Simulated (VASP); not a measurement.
## In: single point with PBE+D3(BJ)

In:

```
In
1.0
     3.32935    0.00000    0.00000
    -1.66467    2.88330    0.00000
     0.00000    0.00000    5.43748
In
2
Direct
  0.66667 0.33333 0.75000
  0.33333 0.66667 0.25000
```

```
Program                : VASP 6.6.1
Task                   : single point
Functional             : PBE
Dispersion             : D3(BJ)
Potentials or basis    : VASP PAW PBE potentials, release 64 (In_d)
Cutoff                 : 520 eV
k mesh                 : 9 × 9 × 5
Occupations            : fermi-dirac, width 0.05 eV
Spin                   : no spin polarisation
Dipole correction      : no
Further INCAR settings : ALGO = Fast; EDIFF = 1e-06; NBANDS = 20
```

| Quantity | Value |
| --- | --- |
| Pressure | 0.0 GPa |
| Band gap on the k mesh | zero (band 13 reaches 9.85 eV, above the bottom of band 14 at 5.66 eV) |
| Dispersion energy per atom | -0.339 eV |

Levels at points of the mesh, in eV from the Fermi level:
```csv
k point,band 10,band 11,band 12,band 13,band 14,band 15,band 16,band 17
"(0.00, 0.00, 0.00)",-14.38,-9.61,-4.38,-3.44,8.31,8.31,10.16,10.16
```

Run time: 24 s on 1 thread of Intel(R) Xeon(R) 6975P-C (Granite Rapids) (shared host), peak memory 0.19 GiB.

Caveat: spin-orbit coupling is left out, which moves the levels of the heavy elements; pairwise dispersion overbinds metals, which lowers pressure and volume.
